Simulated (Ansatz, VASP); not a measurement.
## CdF2: VASP beside Ansatz

```xyz
3
Lattice="0.0000 2.6517 2.6113 2.6113 0.0000 2.6113 2.6113 2.6517 0.0000" Properties=species:S:1:pos:R:3 pbc="T T T"
Cd    0.0000    0.0835    0.0000
F     1.3056    1.2841    1.3056
F     3.9169    3.9358    3.9169
```

Alike in both runs: task single point; functional PBEsol; k mesh 8 × 8 × 8; occupations gaussian, width 0.02 eV; no spin polarisation.

|  | VASP | Ansatz |
| --- | --- | --- |
| version | VASP 6.6.1 | Ansatz 0.2.0 |
| potentials or method | VASP PAW PBE potentials, release 64 (Cd_sv_GW, F), cutoff 600 eV | scalar-relativistic, plane waves, PAW |
| valence electrons in the cell | 34 | 34 |

Ansatz gave:

| Property | Result |
| --- | --- |
| gap on the k mesh at the Fermi level (eV) | 3.17 |
| least direct gap on the mesh (eV) | 3.54 |
| pressure (GPa) | 11.1 |
| traceless stress, the component that is largest in VASP (GPa) | -1.90 |
| rms of the force components (eV/Å) | 0.386 |

Estimate VASP's values.

gap on the k mesh at the Fermi level (eV): 3.16; least direct gap on the mesh (eV): 3.53; pressure (GPa): 10.4; traceless stress, the component that is largest in VASP (GPa): -1.92; rms of the force components (eV/Å): 0.395.

VASP's potentials were made for PBE, not for PBEsol. Atom by atom the forces differ by 0.008 eV/Å (rms over components).
